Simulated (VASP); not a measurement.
NbB2, 3 atoms in the cell. It takes space group P6/mmm (No. 191, hexagonal). The conventional cell has a = 3.101 Å, b = 3.101 Å, c = 3.325 Å, α = 90.00°, β = 90.00°, γ = 120.00°. Within 3.2 Å of Nb (site symmetry 6/mmm) lie 12 B at 2.44 Å and 6 Nb at 3.10 Å. Within 2.4 Å of B (site symmetry -6m2) lie 3 B at 1.79 Å. 

- Program: VASP 6.6.1
- Task: relaxation of cell and atoms
- Functional: r2SCAN
- Potentials or basis: VASP PAW PBE potentials, release 64 (Nb_sv, B)
- Cutoff: 600 eV
- k mesh: 15 × 15 × 12
- Occupations: fermi-dirac, width 0.15 eV
- Spin: no spin polarisation
- Dipole correction: no
- Further INCAR settings: ALGO = Normal; EDIFF = 1e-07; IBRION = 2; EDIFFG = -0.001; NSW = 80; ISIF = 3

Potentials or basis: VASP PAW PBE potentials, release 64 (Nb_sv, B).

Run with:

```console
$ cat potpaw_PBE.64/Nb_sv/POTCAR potpaw_PBE.64/B/POTCAR > POTCAR
$ cp INCAR.step1 INCAR
$ mpirun -np 1 vasp_std > vasp.out
$ cp INCAR.step2 INCAR
$ mpirun -np 1 vasp_std > vasp.out
```

Hardware: 1 thread of Intel(R) Xeon(R) 6975P-C (Granite Rapids) (shared host).

Problem. Estimate the wall time of this run.

Solution. Run time: 9.4 min on 1 thread of Intel(R) Xeon(R) 6975P-C (Granite Rapids), on a shared host, peak memory 0.24 GiB. Counts: k points 189, ion steps 8.
